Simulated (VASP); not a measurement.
Wanted: the native input for a VASP 6.6.1 run.

```
Task                   : single point
Functional             : PBE
Potentials or basis    : VASP PAW PBE potentials, release 64 (Zn, S)
Cutoff                 : 520 eV
k mesh                 : 8 × 8 × 8
Occupations            : gaussian, width 0.05 eV
Spin                   : no spin polarisation
Dipole correction      : no
Further INCAR settings : ALGO = Normal; EDIFF = 1e-07; NBANDS = 16
```

The structure of ZnS lies in POSCAR:

```
ZnS
1.0
    0.0000000000      2.7623874444      2.7215639846
    2.7623874444      0.0000000000      2.7215639846
    2.7623874444      2.7623874444      0.0000000000
Zn S
1 1
Direct
    0.0000000000      0.0000000000      0.0000000000
    0.7500000000      0.7500000000      0.7500000000
```

This cell differs from its parent crystal: strain +0.015 along x and y, +0.000 along z.

The input as run:

INCAR

```
  PREC = Accurate
  ENCUT = 520
  EDIFF = 1E-7
  ISMEAR = 0
  SIGMA = 0.05
  LREAL = False
  LASPH = True
  NELM = 80
  ALGO = Normal
  ISIF = 2
  LWAVE = False
  LCHARG = False
  GGA = PE
  NBANDS = 16
```

KPOINTS

```
Automatic mesh
0
Gamma
  8 8 8
```

Potentials or basis: VASP PAW PBE potentials, release 64 (Zn, S).

The run is started by

```sh
$ cat potpaw_PBE.64/Zn/POTCAR potpaw_PBE.64/S/POTCAR > POTCAR
$ mpirun -np 1 vasp_std > vasp.out
```

It gave:

```
Pressure               : -1.8 GPa
Band gap on the k mesh : 1.86 eV
```

Caveat: the cell differs from its parent crystal (strain +0.015 along x and y, +0.000 along z).

Wall time 52 s on 1 thread of Intel Xeon 8259CL, on a shared host, peak memory 0.19 GiB.
